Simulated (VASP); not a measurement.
# C (R-3m) in VASP: a series of runs, part 2 of 3

VASP 6.6.1. Earlier steps stand in the parts before.

## (3) Single point, LDA (atom 1 (C) moved by (+0.000, +0.300) A along [1 1 0] and z)

Input file INCAR:

```
ALGO     = Normal         # electronic algorithm
EDIFF    = 1E-6           # SCF threshold, eV
ENCUT    = 520            # plane-wave cutoff, eV
GGA      = CA             # functional
ISIF     = 2              # what is computed and relaxed
ISMEAR   = 0              # smearing method
LASPH    = T              # aspherical terms in the spheres
LCHARG   = F              # write CHGCAR
LREAL    = F              # projectors in reciprocal space
LWAVE    = F              # write WAVECAR
NBANDS   = 11             # bands
NELM     = 80             # most SCF steps
PREC     = Accurate       # precision mode
SIGMA    = 0.05           # smearing width, eV
```

Input file KPOINTS:

```
k-points
0
Gamma
  12 12 12
```

Input file POSCAR:

```
C
1.0
    1.2280263465      0.7090013417      3.3470108394
   -1.2280263465      0.7090013417      3.3470108394
    0.0000000000     -1.4180026834      3.3470108394
C
2
Direct
    0.1938774055      0.1938774055      0.1938774055
    0.8360000000      0.8360000000      0.8360000000
```

Potentials or basis: VASP PAW LDA potentials, release 64 (C).

Started as:

```sh
cat potpaw_LDA.64/C/POTCAR > POTCAR
mpirun -np 1 vasp_std > vasp.out
```

OUTCAR:

```text
EDIFF = 1E-6
   ENCUT = 520
   GGA = CA
   ISIF = 2
   ISMEAR = 0
   LASPH = T
   LREAL = F
   NELM = 80
   PREC = Accurate

 ion  position               nearest neighbor table
   1  0.194  0.194  0.194-   2 1.44   2 1.44   2 1.44
   2  0.836  0.836  0.836-   1 1.44   1 1.44   1 1.44

  LATTYP: Found a trigonal (rhomboedric) cell.
 ALAT       =     3.6349983727
 COS(alpha) =     0.7717362630

  Lattice vectors:

 A1 = (   1.2280263465,   0.7090013417,   3.3470108394)
[... 514 lines left out ...]
      5       6.2774      0.00000
      6      14.6620      0.00000
      7      15.2025      0.00000
      8      17.3035      0.00000
      9      19.7530      0.00000
     10      22.3034      0.00000
     11      27.9240      0.00000

 [... further k-points ...]
[... 5 lines left out ...]
  --------------------------------------------------------------------------------------
  -------------------------------------------------------------------------------------
  Total       -0.5529042     -0.5529042     -1.1297069      0.0000000      0.0000000      0.0000000
  in kB      -50.6637504    -50.6637504   -103.5173744      0.0000000      0.0000000      0.0000000
  external PRESSURE =     -68.2816251 kB  Pullay stress =       0.0000000 kB

 VOLUME and BASIS-vectors are now :
 -----------------------------------------------------------------------------
  energy-cutoff  :      520.00
  volume of cell :       17.48
      direct lattice vectors                 reciprocal lattice vectors
     1.228026347  0.709001342  3.347010839     0.407157388  0.235072428  0.099591352
    -1.228026347  0.709001342  3.347010839    -0.407157388  0.235072428  0.099591352
     0.000000000 -1.418002683  3.347010839     0.000000000 -0.470144855  0.099591352

 POSITION                                       TOTAL-FORCE (eV/Angst)
 -----------------------------------------------------------------------------------
      0.00000      0.00000      1.94673         0.000000      0.000000     -4.311538
      0.00000      0.00000      8.39430         0.000000     -0.000000      4.311538
 -----------------------------------------------------------------------------------
    total drift:                                0.000000     -0.000000     -0.000001

  FREE ENERGIE OF THE ION-ELECTRON SYSTEM (eV)
  ---------------------------------------------------
  free  energy   TOTEN  =       -19.6880250614 eV

  energy  without entropy=      -19.6880250608  energy(sigma->0) =      -19.68802506
```

OSZICAR:

```text
N       E                     dE             d eps       ncg     rms          rms(c)
DAV:   1     0.324284277290E+01    0.32428E+01   -0.45266E+03  4294   0.666E+02
DAV:   2    -0.203760540769E+02   -0.23619E+02   -0.22249E+02  5384   0.128E+02
DAV:   3    -0.209444221619E+02   -0.56837E+00   -0.56711E+00  5170   0.166E+01
DAV:   4    -0.209465754498E+02   -0.21533E-02   -0.21532E-02  4884   0.127E+00
DAV:   5    -0.209465841666E+02   -0.87167E-05   -0.87164E-05  5154   0.744E-02    0.625E+00
DAV:   6    -0.199848633311E+02    0.96172E+00   -0.88035E-01  4767   0.529E+00    0.353E+00
DAV:   7    -0.196887064028E+02    0.29616E+00   -0.93104E-01  4898   0.547E+00    0.946E-01
DAV:   8    -0.196884979328E+02    0.20847E-03   -0.21695E-02  4641   0.972E-01    0.128E-01
DAV:   9    -0.196880270972E+02    0.47084E-03   -0.11650E-03  4902   0.198E-01    0.531E-02
DAV:  10    -0.196880254443E+02    0.16529E-05   -0.48387E-05  5034   0.506E-02    0.175E-02
DAV:  11    -0.196880250614E+02    0.38292E-06   -0.13147E-06  4685   0.870E-03
   1 F= -.19688025E+02 E0= -.19688025E+02  d E =-.571611E-09
```

Run time: 19 s. Hardware: 1 thread of Intel Xeon 6975P-C (Granite Rapids), shared host; peak memory 0.15 GiB.

What came out:

* Free energy: -19.6880 eV
* Pressure: -6.8 GPa
* Largest force: 4.312 eV/Å

Forces on the atoms (eV/Å):
```
C    0.000  0.000 -4.312
C    0.000  0.000  4.312
```

Stress tensor (GPa, compression positive):
```
 -5.07   0.00   0.00
  0.00  -5.07   0.00
  0.00   0.00 -10.35
```

Caveat: the cell differs from its parent crystal (atom 1 (C) moved by (+0.000, +0.300) A along [1 1 0] and z); the stress differs along the axes, from -10 to -5 GPa; forces of over 1 eV/Å act on the atoms, so gaps and moduli don't describe the material at rest.

## (4) Single point, LDA (atom 1 (C) moved by (+0.000, -0.150) A along [1 1 0] and z)

Input file INCAR:

```
SYSTEM = C
PREC     = Accurate       ! precision mode
ENCUT    = 520            ! plane-wave cutoff, eV
EDIFF    = 1E-6           ! SCF threshold, eV
ISMEAR   = 0              ! smearing method
SIGMA    = 0.05           ! smearing width, eV
LREAL    = .False.        ! projectors in reciprocal space
LASPH    = .True.         ! aspherical terms in the spheres
NELM     = 60             ! most SCF steps
ALGO     = Normal         ! electronic algorithm
ISIF     = 2              ! what is computed and relaxed
LWAVE    = .False.        ! write WAVECAR
LCHARG   = .False.        ! write CHGCAR
NBANDS   = 11             ! bands
```

Input file KPOINTS:

```
Automatic mesh
0
Gamma
  12 12 12
  0 0 0
```

Edit POSCAR of step 3 so:

```diff
@@ -8,3 +8,3 @@
 Direct
-    0.1938774055      0.1938774055      0.1938774055
+    0.1490612973      0.1490612973      0.1490612973
     0.8360000000      0.8360000000      0.8360000000
```

Potentials or basis: VASP PAW LDA potentials, release 64 (C).

Started as:

```sh
cat potpaw_LDA.64/C/POTCAR > POTCAR
mpirun -np 1 vasp_std > vasp.out
```

OUTCAR:

```text
SYSTEM = C
   PREC = Accurate
   ENCUT = 520
   EDIFF = 1E-6
   ISMEAR = 0
   LREAL = .False.
   LASPH = .True.
   NELM = 60
   ISIF = 2

 ion  position               nearest neighbor table
   1  0.149  0.149  0.149-   2 1.43   2 1.43   2 1.43
   2  0.836  0.836  0.836-   1 1.43   1 1.43   1 1.43

  LATTYP: Found a trigonal (rhomboedric) cell.
 ALAT       =     3.6349983727
 COS(alpha) =     0.7717362630

  Lattice vectors:

 A1 = (   1.2280263465,   0.7090013417,   3.3470108394)
 A2 = (  -1.2280263465,   0.7090013417,   3.3470108394)
 A3 = (   0.0000000000,  -1.4180026834,   3.3470108394)

Analysis of symmetry for initial positions (statically):
=====================================================================
 Subroutine PRICEL returns:
 Original cell was already a primitive cell.

 Routine SETGRP: Setting up the symmetry group for a
 trigonal (rhombohedral) supercell.

 Subroutine GETGRP returns: Found 12 space group operations
 (whereof  6 operations were pure point group operations)
 out of a pool of 12 trial point group operations.

The static configuration has the point symmetry C_3v.
 The point group associated with its full space group is D_3d.

Analysis of symmetry for dynamics (positions and initial velocities):
=====================================================================
 Subroutine PRICEL returns:
 Original cell was already a primitive cell.

 Routine SETGRP: Setting up the symmetry group for a
 trigonal (rhombohedral) supercell.

 Subroutine GETGRP returns: Found 12 space group operations
 (whereof  6 operations were pure point group operations)
 out of a pool of 12 trial point group operations.

The dynamic configuration has the point symmetry C_3v.
 The point group associated with its full space group is D_3d.

 Subroutine INISYM returns: Found 12 space group operations
 (whereof  6 operations are pure point group operations),
 and found     1 'primitive' translations

[... 115 lines left out ...]
  volume/ion in A,a.u.               =       8.74        59.00
  Fermi-wavevector in a.u.,A,eV,Ry     =   1.261490  2.383870 21.651724  1.591357
  Thomas-Fermi vector in A             =   2.394946
   LORBIT       =      0    0 simple, 1 ext, 2 COOP (PROOUT), +10 PAW based schemes
   GGA     = CA    functional components
   LHFCALC =     F    Hartree Fock is set to
   AEXX    =    0.0000 exact exchange contribution
   IVDW    =     0    specifies the selected vdW correction
   LEPSILON=     F    determine dielectric tensor
   LRPA    =     F    only Hartree local field effects (RPA)
 non-spin polarized calculation
 Gauss-broadening in eV      SIGMA  =   0.05
  energy-cutoff  :      520.00
  volume of cell :       17.48
 maximum number of plane-waves:       483
   NGX = 13   NGY = 13   NGZ = 13

 number of electron       8.0000000 magnetization

 Free energy of the ion-electron system (eV)
  ---------------------------------------------------
  ext. energy  EPLUGINS =         0.00000000
  ---------------------------------------------------
  free energy    TOTEN  =       -19.87157487 eV

  energy without entropy =      -19.87157487  energy(sigma->0) =      -19.87157487

 E-fermi :   4.2294     XC(G=0): -10.8377

 val. band max:        4.0214198223   @ k =  -0.3333   0.3333   0.0000
 cond. band min:       5.1067578117   @ k =  -0.3333   0.3333   0.0000
 fundamental gap:      1.0853379893
 Fermi energy:         4.2294196265

 k-point     1 :       0.0000    0.0000    0.0000
  band No.  band energies     occupation
      1     -14.7902      2.00000
      2      -1.7813      2.00000
      3       2.0128      2.00000
      4       2.0128      2.00000
      5       7.6518      0.00000
      6      12.9924      0.00000
      7      12.9924      0.00000
      8      16.5867      0.00000
      9      17.6848      0.00000
     10      27.1866      0.00000
     11      30.4677      0.00000
[... 309 lines left out ...]
 k-point    24 :      -0.4167    0.1667   -0.0000
  band No.  band energies     occupation
      1      -8.9162      2.00000
      2      -7.9755      2.00000
      3      -3.2277      2.00000
      4       3.3287      2.00000
      5       5.7302      0.00000
      6      15.0763      0.00000
      7      16.1432      0.00000
      8      16.4193      0.00000
      9      19.9354      0.00000
     10      23.6563      0.00000
     11      27.2530      0.00000

 [... further k-points ...]
[... 5 lines left out ...]
  --------------------------------------------------------------------------------------
  -------------------------------------------------------------------------------------
  Total       -0.5134029     -0.5134029     -0.8854892      0.0000000     -0.0000000      0.0000000
  in kB      -47.0441670    -47.0441670    -81.1392003      0.0000000     -0.0000000      0.0000000
  external PRESSURE =     -58.4091781 kB  Pullay stress =       0.0000000 kB

 VOLUME and BASIS-vectors are now :
 -----------------------------------------------------------------------------
  energy-cutoff  :      520.00
  volume of cell :       17.48
      direct lattice vectors                 reciprocal lattice vectors
     1.228026347  0.709001342  3.347010839     0.407157388  0.235072428  0.099591352
    -1.228026347  0.709001342  3.347010839    -0.407157388  0.235072428  0.099591352
     0.000000000 -1.418002683  3.347010839     0.000000000 -0.470144855  0.099591352

 POSITION                                       TOTAL-FORCE (eV/Angst)
 -----------------------------------------------------------------------------------
      0.00000      0.00000      1.49673         0.000000     -0.000000      3.464017
      0.00000      0.00000      8.39430         0.000000      0.000000     -3.464017
 -----------------------------------------------------------------------------------
    total drift:                               -0.000000     -0.000000     -0.000003

  FREE ENERGIE OF THE ION-ELECTRON SYSTEM (eV)
  ---------------------------------------------------
  free  energy   TOTEN  =       -19.8715748654 eV

  energy  without entropy=      -19.8715748654  energy(sigma->0) =      -19.87157487
```

OSZICAR:

```text
N       E                     dE             d eps       ncg     rms          rms(c)
DAV:   1     0.273587535325E+01    0.27359E+01   -0.45296E+03  4294   0.666E+02
DAV:   2    -0.206329593270E+02   -0.23369E+02   -0.21974E+02  5399   0.127E+02
DAV:   3    -0.211647360769E+02   -0.53178E+00   -0.53103E+00  5220   0.162E+01
DAV:   4    -0.211667130919E+02   -0.19770E-02   -0.19769E-02  4894   0.122E+00
DAV:   5    -0.211667209765E+02   -0.78846E-05   -0.78847E-05  5223   0.699E-02    0.634E+00
DAV:   6    -0.201766529662E+02    0.99007E+00   -0.87009E-01  4937   0.538E+00    0.359E+00
DAV:   7    -0.198716672104E+02    0.30499E+00   -0.92863E-01  5129   0.558E+00    0.969E-01
DAV:   8    -0.198720058014E+02   -0.33859E-03   -0.25611E-02  4634   0.102E+00    0.134E-01
DAV:   9    -0.198715741348E+02    0.43167E-03   -0.10895E-03  5131   0.198E-01    0.554E-02
DAV:  10    -0.198715750117E+02   -0.87689E-06   -0.49167E-05  5070   0.506E-02    0.191E-02
DAV:  11    -0.198715748654E+02    0.14633E-06   -0.13024E-06  4917   0.876E-03
   1 F= -.19871575E+02 E0= -.19871575E+02  d E =-.580822E-11
```

stdout:

```text
POSCAR found type information on POSCAR C
 POSCAR found :  1 types and       2 ions
 scaLAPACK will be used
 LDA part: xc-table for (Slater(with rela. corr.)+CA(PZ))
 , standard interpolation
 POSCAR, INCAR and KPOINTS ok, starting setup
 FFT: planning ... GRIDC
 FFT: planning ... GRID_SOFT
 FFT: planning ... GRID
 WAVECAR not read
 entering main loop
```

Run time: 19 s. Hardware: 1 thread of Intel Xeon 6975P-C (Granite Rapids), shared host; peak memory 0.15 GiB.

What came out:

* Free energy: -19.8716 eV
* Pressure: -5.8 GPa
* Largest force: 3.464 eV/Å

Forces in eV/Å, atoms in the order of the input:
```
C    0.000  0.000  3.464
C    0.000  0.000 -3.464
```

Caveat: the cell differs from its parent crystal (atom 1 (C) moved by (+0.000, -0.150) A along [1 1 0] and z); the cell stands under tension; forces of over 1 eV/Å act on the atoms, so gaps and moduli don't describe the material at rest.

(Continued in part 3 of 3.)
